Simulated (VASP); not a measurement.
# V (P6_3/mmc) in VASP: further runs, part 2 of 3

VASP 6.6.1. Earlier steps stand in the parts before.

### Step 4. Single point, PBE (volume scaled by 0.55)

File INCAR:

```
  PREC = Accurate
  ENCUT = 520
  EDIFF = 1E-6
  ISMEAR = -1
  SIGMA = 0.1
  LREAL = F
  LASPH = T
  NELM = 100
  ALGO = Normal
  ISIF = 2
  LWAVE = F
  LCHARG = F
  GGA = PE
  NBANDS = 20
```

File KPOINTS:

```
Automatic mesh
0
Gamma
  18 18 10
```

File POSCAR:

```
V
1.0
    2.1259719701      0.0000000000      0.0000000000
   -1.0629859850      1.8411457338      0.0000000000
    0.0000000000      0.0000000000      3.8969667262
V
2
Direct
    0.3333333333      0.6666666667      0.2500000000
    0.6666666667      0.3333333333      0.7500000000
```

Potentials or basis: VASP PAW PBE potentials, release 64 (V_sv).

Run with:

```sh
$ cat potpaw_PBE.64/V_sv/POTCAR > POTCAR
$ mpirun -np 1 vasp_std > vasp.out
```

OUTCAR:

```text
PREC = Accurate
   ENCUT = 520
   EDIFF = 1E-6
   ISMEAR = -1
   LREAL = F
   LASPH = T
   NELM = 100
   ISIF = 2
   GGA = PE

 ion  position               nearest neighbor table
   1  0.333  0.667  0.250-   2 2.30   2 2.30   2 2.30   2 2.30   2 2.30   2 2.30
   2  0.667  0.333  0.750-   1 2.30   1 2.30   1 2.30   1 2.30   1 2.30   1 2.30

  LATTYP: Found a hexagonal cell.
 ALAT       =     2.1259719701
 C/A-ratio  =     1.8330282718

  Lattice vectors:

 A1 = (   2.1259719701,   0.0000000000,   0.0000000000)
 A2 = (  -1.0629859850,   1.8411457338,   0.0000000000)
 A3 = (   0.0000000000,   0.0000000000,   3.8969667262)

Analysis of symmetry for initial positions (statically):
=====================================================================
 Subroutine PRICEL returns:
 Original cell was already a primitive cell.

 Routine SETGRP: Setting up the symmetry group for a
 hexagonal supercell.

 Subroutine GETGRP returns: Found 24 space group operations
 (whereof 12 operations were pure point group operations)
 out of a pool of 24 trial point group operations.

The static configuration has the point symmetry D_3d.
 The point group associated with its full space group is D_6h.

Analysis of symmetry for dynamics (positions and initial velocities):
=====================================================================
 Subroutine PRICEL returns:
 Original cell was already a primitive cell.

 Routine SETGRP: Setting up the symmetry group for a
 hexagonal supercell.

 Subroutine GETGRP returns: Found 24 space group operations
 (whereof 12 operations were pure point group operations)
 out of a pool of 24 trial point group operations.

The dynamic configuration has the point symmetry D_3d.
 The point group associated with its full space group is D_6h.

 Subroutine INISYM returns: Found 24 space group operations
 (whereof 12 operations are pure point group operations),
 and found     1 'primitive' translations
[... 103 lines left out ...]
   POTIM  = 0.5000    time-step for ionic-motion
   TEBEG  =    0.0;   TEEND  =   0.0 temperature during run
   PSTRESS=    0.0 pullay stress
   NELECT =      26.0000    total number of electrons
   NUPDOWN=      -1.0000    fix difference up-down
   EMIN   =  10.00;   EMAX   =-10.00  energy-range for DOS
   EFERMI =   0.00;   METHOD = LEGACY
   ISMEAR =    -1;   SIGMA  =   0.10  broadening in eV -4-tet -1-fermi 0-gaus
   EFERMI_NEDOS =   21; number of points for ismear=-14 and -15
   IALGO  =     38    algorithm
   IMIX   =      4    mixing-type and parameters
     AMIX     =   0.40;   BMIX     =  1.00
     AMIX_MAG =   1.60;   BMIX_MAG =  1.00
  volume/ion in A,a.u.               =       7.63        51.47
  Fermi-wavevector in a.u.,A,eV,Ry     =   1.955578  3.695507 52.032562  3.824285
  Thomas-Fermi vector in A             =   2.981889
   LORBIT       =      0    0 simple, 1 ext, 2 COOP (PROOUT), +10 PAW based schemes
   GGA     = PE    functional components
   LHFCALC =     F    Hartree Fock is set to
   AEXX    =    0.0000 exact exchange contribution
   IVDW    =     0    specifies the selected vdW correction
   LEPSILON=     F    determine dielectric tensor
   LRPA    =     F    only Hartree local field effects (RPA)
 non-spin polarized calculation
  energy-cutoff  :      520.00
  volume of cell :       15.25
 maximum number of plane-waves:       422
 NGX is ok and might be reduce to    16
   NGX =  7   NGY =  7   NGZ = 15

 number of electron      25.9999998 magnetization

 Free energy of the ion-electron system (eV)
  ---------------------------------------------------
  ext. energy  EPLUGINS =         0.00000000
  ---------------------------------------------------
  free energy    TOTEN  =       -10.02480756 eV

  energy without entropy =       -9.96729687  energy(sigma->0) =       -9.99605222

 E-fermi :  19.4761     XC(G=0): -16.3032

 val. band max:       19.4736149112   @ k =   0.2222   0.2222   0.1000
 cond. band min:      19.4816666527   @ k =   0.2778   0.1111   0.0000
 fundamental gap:      0.0080517414
 Fermi energy:        19.4761227768

 k-point     1 :       0.0000    0.0000    0.0000
  band No.  band energies     occupation
      1     -45.4459      2.00000
      2     -44.4573      2.00000
      3     -20.5478      2.00000
      4     -16.7705      2.00000
      5     -16.1792      2.00000
      6     -16.1792      2.00000
[... 541 lines left out ...]
     19      29.4810      0.00000
     20      34.5100      0.00000

 [... further k-points ...]
[... 5 lines left out ...]
  --------------------------------------------------------------------------------------
  -------------------------------------------------------------------------------------
  Total       29.0983282     29.0983282     28.5928225      0.0000000      0.0000000      0.0000000
  in kB     3056.3720714   3056.3720712   3003.2757694      0.0000001      0.0000000      0.0000000
  external PRESSURE =    3038.6733040 kB  Pullay stress =       0.0000000 kB

 VOLUME and BASIS-vectors are now :
 -----------------------------------------------------------------------------
  energy-cutoff  :      520.00
  volume of cell :       15.25
      direct lattice vectors                 reciprocal lattice vectors
     2.125971970  0.000000000  0.000000000     0.470373088  0.271570029  0.000000000
    -1.062985985  1.841145734  0.000000000     0.000000000  0.543140058  0.000000000
     0.000000000  0.000000000  3.896966726     0.000000000  0.000000000  0.256609838

 POSITION                                       TOTAL-FORCE (eV/Angst)
 -----------------------------------------------------------------------------------
     -0.00000      1.22743      0.97424        -0.000000      0.000000      0.000000
      1.06299      0.61372      2.92273         0.000000     -0.000000      0.000000
 -----------------------------------------------------------------------------------
    total drift:                                0.000000     -0.000000      0.000000

  FREE ENERGIE OF THE ION-ELECTRON SYSTEM (eV)
  ---------------------------------------------------
  free  energy   TOTEN  =       -10.0248075590 eV

  energy  without entropy=       -9.9672968739  energy(sigma->0) =       -9.99605222
```

OSZICAR:

```text
N       E                     dE             d eps       ncg     rms          rms(c)
DAV:   1     0.307909599601E+03    0.30791E+03   -0.15887E+04  9000   0.169E+03
DAV:   2    -0.226939711094E+01   -0.31018E+03   -0.30215E+03  9256   0.508E+02
DAV:   3    -0.105930829428E+02   -0.83237E+01   -0.82513E+01  9084   0.101E+02
DAV:   4    -0.106497659025E+02   -0.56683E-01   -0.56674E-01  9088   0.877E+00
DAV:   5    -0.106505827860E+02   -0.81688E-03   -0.81688E-03  9132   0.956E-01    0.605E+01
DAV:   6    -0.100951202189E+02    0.55546E+00   -0.12002E+00  8988   0.136E+01    0.284E+01
DAV:   7    -0.100298078381E+02    0.65312E-01   -0.29653E-01  9084   0.597E+00    0.371E+00
DAV:   8    -0.100249824501E+02    0.48254E-02   -0.44277E-02  8892   0.288E+00    0.718E-02
DAV:   9    -0.100248219761E+02    0.16047E-03   -0.71959E-04  9052   0.375E-01    0.340E-02
DAV:  10    -0.100248169006E+02    0.50755E-05   -0.37074E-05 10480   0.773E-02    0.476E-02
DAV:  11    -0.100248124448E+02    0.44557E-05   -0.51094E-06  8712   0.289E-02    0.170E-02
DAV:  12    -0.100248075313E+02    0.49135E-05   -0.11601E-06  4512   0.144E-02    0.396E-03
DAV:  13    -0.100248075590E+02   -0.27703E-07   -0.50997E-08  4492   0.315E-03
   1 F= -.10024808E+02 E0= -.99960522E+01  d E =-.575107E-01
```

stdout:

```text
POSCAR found type information on POSCAR V
 POSCAR found :  1 types and       2 ions
 scaLAPACK will be used
 LDA part: xc-table for (Slater+PW92), standard interpolation
 POSCAR, INCAR and KPOINTS ok, starting setup
 FFT: planning ... GRIDC
 FFT: planning ... GRID_SOFT
 FFT: planning ... GRID
 WAVECAR not read
 entering main loop
```

Run time: 20 s. Hardware: 1 thread of Intel Xeon 6975P-C (Granite Rapids), shared host; peak memory 0.16 GiB.

What came out:

- Free energy: -10.0248 eV
- Pressure: 303.9 GPa
- Band gap on the k mesh: zero (band 13 reaches 22.21 eV, above the bottom of band 14 at 17.88 eV)

Stress tensor (GPa, compression positive):
```
305.64   0.00   0.00
  0.00 305.64   0.00
  0.00   0.00 300.33
```

Levels at points of the mesh, in eV from the Fermi level:
```
           k point  band 11  band 12  band 13  band 14  band 15  band 16
(0.00, 0.00, 0.00)    -2.14    -0.20    -0.20     0.51     0.51     2.56
(0.50, 0.00, 0.00)    -4.94    -1.29     0.32     0.49     1.51     5.67
(0.00, 0.00, 0.50)    -1.99    -1.99    -0.11    -0.11    -0.11    -0.11
(0.50, 0.00, 0.50)    -4.65    -4.65     2.63     2.63     4.09     4.09
```

(Part 2 of 3 ends here.)
